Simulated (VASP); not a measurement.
# MgO (I4/mmm) in VASP: notebook

Runs on MgO. Level: PBEsol. Tasks: single point.

All numbers are computed with VASP 6.6.1; they aren't measurements. Logs are shortened: lines on timing, memory, paths and dates and some standing lists are left out, and cuts for length are marked.

## (1) The cell of the first run

Symmetry: I4/mmm, No. 139, tetragonal system. The conventional cell has a = 2.920 Å, b = 2.920 Å, c = 4.268 Å, α = 90.00°, β = 90.00°, γ = 90.00°. Mg (site symmetry 4/mmm) has 6 O at 2.06 to 2.13 Å within 2.7 Å. Within 2.7 Å of O (site symmetry 4/mmm) lie 6 Mg at 2.06 to 2.13 Å.

## (2) Single point, PBEsol (film at in-plane strain -0.02)

The input, INCAR:

```
ALGO = Normal
EDIFF = 1E-6
ENCUT = 520
GGA = PS
ISIF = 2
ISMEAR = 0
LASPH = True
LCHARG = True
LELF = True
LREAL = False
LVHAR = True
LWAVE = False
NBANDS = 11
NELM = 100
PREC = Accurate
SIGMA = 0.01
```

The input, KPOINTS:

```
k-points
0
Gamma
  10 10 10
```

The input, POSCAR:

```
MgO
1.0
    2.0649969612      2.0649969612      0.0000000000
   -2.0649969612      2.0649969612      0.0000000000
    0.0000000000      2.0649969612      2.1342077009
Mg O
1 1
Direct
    0.0000000000      0.0000000000      0.0000000000
    0.5000000000      0.5000000000      0.0000000000
```

Potentials or basis: VASP PAW PBE potentials, release 64 (Mg, O).

Launch:

```
$ cat potpaw_PBE.64/Mg/POTCAR potpaw_PBE.64/O/POTCAR > POTCAR
$ mpirun -np 1 vasp_std > vasp.out
```

OUTCAR:

```text
EDIFF = 1E-6
   ENCUT = 520
   GGA = PS
   ISIF = 2
   ISMEAR = 0
   LASPH = True
   LREAL = False
   NELM = 100
   PREC = Accurate

 ion  position               nearest neighbor table
   1  0.000  0.000  0.000-   2 2.06   2 2.06   2 2.06   2 2.06   2 2.13   2 2.13
   2  0.500  0.500  0.000-   1 2.06   1 2.06   1 2.06   1 2.06   1 2.13   1 2.13

  LATTYP: Found a body centered tetragonal cell.
 ALAT       =     2.9203467088
 C/A-ratio  =     1.4616125506

  Lattice vectors:

 A1 = (   2.0649969612,   0.0000000000,  -2.1342077009)
 A2 = (  -2.0649969612,   0.0000000000,  -2.1342077009)
 A3 = (   0.0000000000,   2.0649969612,   2.1342077009)

Analysis of symmetry for initial positions (statically):
=====================================================================
 Subroutine PRICEL returns:
 Original cell was already a primitive cell.

 Routine SETGRP: Setting up the symmetry group for a
 body centered tetragonal supercell.

 Subroutine GETGRP returns: Found 16 space group operations
 (whereof 16 operations were pure point group operations)
 out of a pool of 16 trial point group operations.

The static configuration has the point symmetry D_4h.

Analysis of symmetry for dynamics (positions and initial velocities):
=====================================================================
 Subroutine PRICEL returns:
 Original cell was already a primitive cell.

 Routine SETGRP: Setting up the symmetry group for a
 body centered tetragonal supercell.

 Subroutine GETGRP returns: Found 16 space group operations
 (whereof 16 operations were pure point group operations)
 out of a pool of 16 trial point group operations.

The dynamic configuration has the point symmetry D_4h.

 Subroutine INISYM returns: Found 16 space group operations
 (whereof 16 operations are pure point group operations),
 and found     1 'primitive' translations

----------------------------------------------------------------------------------------

                                     Primitive cell

  volume of cell :      18.2014

  direct lattice vectors                    reciprocal lattice vectors
     2.064996961  2.064996961  0.000000000     0.242131107  0.242131107 -0.234278978
    -2.064996961  2.064996961  0.000000000    -0.242131107  0.242131107 -0.234278978
     0.000000000  2.064996961  2.134207701     0.000000000  0.000000000  0.468557957

  length of vectors
     2.920346709  2.920346709  2.969689371     0.414899489  0.414899489  0.468557957

  position of ions in fractional coordinates (direct lattice)
     0.000000000  0.000000000  0.000000000
     0.500000000  0.500000000  0.000000000

  ion indices of the primitive-cell ions
   primitive index   ion index
                 1           1
                 2           2

----------------------------------------------------------------------------------------

 KPOINTS: k-points

Automatic generation of k-mesh.
 Grid dimensions read from file:
 generate k-points for:   10   10   10

 Generating k-lattice:

  Cartesian coordinates                     Fractional coordinates (reciprocal lattice)
     0.024213111  0.024213111 -0.023427898     0.100000000  0.000000000  0.000000000
    -0.024213111  0.024213111 -0.023427898     0.000000000  0.100000000  0.000000000
     0.000000000  0.000000000  0.046855796     0.000000000  0.000000000  0.100000000

  Length of vectors
     0.041489949  0.041489949  0.046855796

  Shift w.r.t. Gamma in fractional coordinates (k-lattice)
     0.000000000  0.000000000  0.000000000

 Subroutine IBZKPT returns following result:
 ===========================================

 Found    102 irreducible k-points:

 Following reciprocal coordinates:
            Coordinates               Weight
  0.000000  0.000000  0.000000      1.000000
  0.100000  0.000000  0.000000      8.000000
  0.200000  0.000000  0.000000      8.000000
  0.300000  0.000000  0.000000      8.000000
  0.400000  0.000000  0.000000      8.000000
  0.500000  0.000000 -0.000000      4.000000
[... 16 lines left out ...]
  0.300000  0.300000  0.000000      8.000000
  0.400000  0.300000 -0.000000     16.000000
 [... further k-points ...]
   k-points           NKPTS =    102   k-points in BZ     NKDIM =    102   number of bands    NBANDS=     11
   number of dos      NEDOS =    301   number of ions     NIONS =      2
   total plane-waves  NPLWV =  13824
   dimension x,y,z NGX =    24 NGY =   24 NGZ =   24
   dimension x,y,z NGXF=    48 NGYF=   48 NGZF=   48
   ions per type =               1   1
   NGX,Y,Z   is equivalent  to a cutoff of  13.66, 13.66, 13.44 a.u.
   NGXF,Y,Z  is equivalent  to a cutoff of  27.32, 27.32, 26.87 a.u.
 SYSTEM =  unknown system
   PREC   = accura    normal or accurate (medium, high low for compatibility)
   ISTART =      0    job   : 0-new  1-cont  2-samecut
   ICHARG =      2    charge: 1-file 2-atom 10-const
   ISPIN  =      1    spin polarized calculation?
   LNONCOLLINEAR =      F non collinear calculations
   LSORBIT =      F    spin-orbit coupling
   LASPH  =      T    aspherical Exc in radial PAW
   ENCUT  =  520.0 eV  38.22 Ry    6.18 a.u.   5.43  5.43  5.52*2*pi/ulx,y,z
   NELM   =    100;   NELMIN=  2; NELMDL= -5     # of ELM steps
   EDIFF  = 0.1E-05   stopping-criterion for ELM
   LREAL  =      F    real-space projection
   EDIFFG = 0.1E-04   stopping-criterion for IOM
   NSW    =      0    number of steps for IOM
   IBRION =     -1    ionic relax: 0-MD 1-quasi-New 2-CG
   NFREE  =      0    steps in history (QN), initial steepest desc. (CG)
   ISIF   =      2    stress and relaxation
   ISYM   =      2    0-nonsym 1-usesym 2-fastsym
   POTIM  = 0.5000    time-step for ionic-motion
   TEBEG  =    0.0;   TEEND  =   0.0 temperature during run
   PSTRESS=    0.0 pullay stress
   NELECT =       8.0000    total number of electrons
   NUPDOWN=      -1.0000    fix difference up-down
   EMIN   =  10.00;   EMAX   =-10.00  energy-range for DOS
   EFERMI =   0.00;   METHOD = LEGACY
   ISMEAR =     0;   SIGMA  =   0.01  broadening in eV -4-tet -1-fermi 0-gaus
   EFERMI_NEDOS =   21; number of points for ismear=-14 and -15
   IALGO  =     38    algorithm
   IMIX   =      4    mixing-type and parameters
     AMIX     =   0.40;   BMIX     =  1.00
     AMIX_MAG =   1.60;   BMIX_MAG =  1.00
  volume/ion in A,a.u.               =       9.10        61.41
  Fermi-wavevector in a.u.,A,eV,Ry     =   1.244714  2.352169 21.079690  1.549314
  Thomas-Fermi vector in A             =   2.378969
   LORBIT       =      0    0 simple, 1 ext, 2 COOP (PROOUT), +10 PAW based schemes
   GGA     = PS    functional components
   LHFCALC =     F    Hartree Fock is set to
   AEXX    =    0.0000 exact exchange contribution
   IVDW    =     0    specifies the selected vdW correction
   LEPSILON=     F    determine dielectric tensor
   LRPA    =     F    only Hartree local field effects (RPA)
 non-spin polarized calculation
 Gauss-broadening in eV      SIGMA  =   0.01
  energy-cutoff  :      520.00
  volume of cell :       18.20
 maximum number of plane-waves:       531
 NGX is ok and might be reduce to    24
   NGX = 11   NGY = 11   NGZ = 11

 number of electron       8.0000002 magnetization

 Free energy of the ion-electron system (eV)
  ---------------------------------------------------
  ext. energy  EPLUGINS =         0.00000000
  ---------------------------------------------------
  free energy    TOTEN  =       -12.49670782 eV

  energy without entropy =      -12.49670782  energy(sigma->0) =      -12.49670782

 E-fermi :   3.4390     XC(G=0): -11.4354

 val. band max:        3.3049998048   @ k =   0.0000   0.0000   0.0000
 cond. band min:       8.1455633964   @ k =   0.0000   0.0000   0.0000
 fundamental gap:      4.8405635916
 Fermi energy:         3.4390224743

 k-point     1 :       0.0000    0.0000    0.0000
  band No.  band energies     occupation
      1     -14.0808      2.00000
      2       3.2421      2.00000
      3       3.2421      2.00000
      4       3.3050      2.00000
      5       8.1456      0.00000
      6      18.8137      0.00000
      7      19.1737      0.00000
      8      19.1737      0.00000
      9      22.9680      0.00000
     10      24.3443      0.00000
     11      25.4220      0.00000

 k-point     2 :       0.1000    0.0000    0.0000
  band No.  band energies     occupation
      1     -13.9678      2.00000
      2       2.5930      2.00000
      3       3.1766      2.00000
      4       3.2070      2.00000
      5       8.7766      0.00000
      6      17.7767      0.00000
      7      19.1764      0.00000
      8      19.4328      0.00000
      9      23.7053      0.00000
     10      24.6695      0.00000
     11      24.7003      0.00000

 k-point     3 :       0.2000    0.0000    0.0000
  band No.  band energies     occupation
      1     -13.6569      2.00000
      2       1.2301      2.00000
      3       3.0071      2.00000
      4       3.0106      2.00000
      5       9.9656      0.00000
      6      16.2784      0.00000
      7      19.6327      0.00000
      8      20.0127      0.00000
      9      23.1468      0.00000
     10      23.8629      0.00000
     11      25.8186      0.00000

 k-point     4 :       0.3000    0.0000    0.0000
  band No.  band energies     occupation
      1     -13.2350      2.00000
      2      -0.1446      2.00000
      3       2.7743      2.00000
      4       2.8149      2.00000
      5      10.8517      0.00000
      6      15.6627      0.00000
      7      19.7016      0.00000
      8      20.3126      0.00000
      9      23.7263      0.00000
     10      24.1226      0.00000
     11      25.2547      0.00000
[... 239 lines left out ...]
 k-point    22 :      -0.2000    0.2000    0.0000
  band No.  band energies     occupation
      1     -13.5171      2.00000
      2       1.1629      2.00000
      3       2.6357      2.00000
      4       2.7631      2.00000
      5      10.6399      0.00000
      6      15.1699      0.00000
      7      20.2178      0.00000
      8      20.2782      0.00000
      9      20.4584      0.00000
     10      25.8761      0.00000
     11      29.3083      0.00000

 k-point    23 :       0.3000    0.3000    0.0000
  band No.  band energies     occupation
      1     -12.5440      2.00000
      2      -0.3131      2.00000
      3       0.4939      2.00000
      4       2.3205      2.00000
      5      13.4397      0.00000
      6      15.3998      0.00000
      7      16.5331      0.00000
      8      20.9570      0.00000
      9      23.0519      0.00000
     10      25.0075      0.00000
     11      30.5960      0.00000

 k-point    24 :       0.4000    0.3000   -0.0000
  band No.  band energies     occupation
      1     -12.4365      2.00000
      2      -0.4289      2.00000
      3       0.5046      2.00000
      4       2.1346      2.00000
      5      13.3262      0.00000
      6      15.5079      0.00000
      7      16.1123      0.00000
      8      21.1559      0.00000
      9      22.0761      0.00000
     10      27.1858      0.00000
     11      30.9273      0.00000

 [... further k-points ...]
[... 5 lines left out ...]
  --------------------------------------------------------------------------------------
  -------------------------------------------------------------------------------------
  Total        0.7945556      0.7945556     -0.0551434      0.0000000      0.0000000     -0.0000000
  in kB       69.9406048     69.9406048     -4.8539839      0.0000000      0.0000000     -0.0000000
  external PRESSURE =      45.0090752 kB  Pullay stress =       0.0000000 kB

 VOLUME and BASIS-vectors are now :
 -----------------------------------------------------------------------------
  energy-cutoff  :      520.00
  volume of cell :       18.20
      direct lattice vectors                 reciprocal lattice vectors
     2.064996961  2.064996961  0.000000000     0.242131107  0.242131107 -0.234278978
    -2.064996961  2.064996961  0.000000000    -0.242131107  0.242131107 -0.234278978
     0.000000000  2.064996961  2.134207701     0.000000000  0.000000000  0.468557957

 POSITION                                       TOTAL-FORCE (eV/Angst)
 -----------------------------------------------------------------------------------
      0.00000      0.00000      0.00000         0.000000      0.000000      0.000000
      0.00000      2.06500      0.00000        -0.000000     -0.000000      0.000000
 -----------------------------------------------------------------------------------
    total drift:                                0.000000     -0.000000     -0.000000

  FREE ENERGIE OF THE ION-ELECTRON SYSTEM (eV)
  ---------------------------------------------------
  free  energy   TOTEN  =       -12.4967078244 eV

  energy  without entropy=      -12.4967078244  energy(sigma->0) =      -12.49670782
```

Wall time 12 s (1 thread of AMD EPYC 9R45 (Zen 5), shared host); peak memory 0.12 GiB.

Results:

- Free energy: -12.4967 eV
- Pressure: 4.5 GPa
- Band gap on the k mesh: 4.84 eV, direct

Stress tensor (GPa, compression positive):
```
 6.99  0.00  0.00
 0.00  6.99  0.00
 0.00  0.00 -0.49
```

Caveat: the cell differs from its parent crystal (film at in-plane strain -0.02); the PAW data sets were made with another functional, which shifts forces and pressure a little.

(Continued in part 2 of 2.)
